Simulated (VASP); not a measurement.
A run of VASP 6.6.1:

The input INCAR:

```
PREC = Accurate
ENCUT = 520
EDIFF = 1E-6
ISMEAR = 0
SIGMA = 0.01
LREAL = False
LASPH = True
NELM = 60
ALGO = Normal
ISIF = 2
LWAVE = False
LCHARG = False
GGA = PE
NBANDS = 15
```

File KPOINTS:

```
Automatic mesh
0
Gamma
  4 4 4
```

The input POSCAR:

```
MgI2
1.0
    0.0000000000      3.7557205864      3.7557205864
    3.7557205864      0.0000000000      3.7557205864
    3.7557205864      3.7557205864      0.0000000000
Mg I
1 2
Direct
    0.0000000000      0.0000000000      0.0000000000
    0.2500000000      0.2500000000      0.2500000000
    0.7500000000      0.7500000000      0.7500000000
```

Potentials or basis: VASP PAW PBE potentials, release 64 (Mg, I).

The run is started by

```console
$ cat potpaw_PBE.64/Mg/POTCAR potpaw_PBE.64/I/POTCAR > POTCAR
$ mpirun -np 1 vasp_std > vasp.out
```

Hardware: 1 thread of Intel(R) Xeon(R) Platinum 8259CL CPU @ 2.50GHz (Skylake/Cascade Lake), with other jobs on the host.

Question: How long does it take, and how much memory?

Answer: It took 23 s on 1 thread of Intel(R) Xeon(R) Platinum 8259CL CPU @ 2.50GHz (Skylake/Cascade Lake) (shared host), peak memory 0.23 GiB. Counts: scf iterations 13, k points 8.
